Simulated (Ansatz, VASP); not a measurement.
## GaN: VASP beside Ansatz

```
CELL_PARAMETERS angstrom
0.00000 2.10852 2.10852
2.10852 0.00000 2.10852
2.10852 2.10852 0.00000
ATOMIC_POSITIONS crystal
Ga 0.50000 0.50000 0.50000
N 0.00000 0.00000 0.00000
```

Alike in both runs: task single point; functional PBE; k mesh 10 × 10 × 10; occupations fermi-dirac, width 0.02 eV; no spin polarisation.

```csv
,VASP,Ansatz
version,VASP 6.6.1,Ansatz 0.2.0
potentials or method,"VASP PAW PBE potentials, release 64 (Ga_d, N)","plane waves, PAW"
plane-wave cutoff (eV),520,420
valence electrons in the cell,18,18
```

Ansatz gave:

```
pressure (GPa) : 8.2
```

Task: Which values does VASP return?

Result: Pressure (GPa): 9.1.
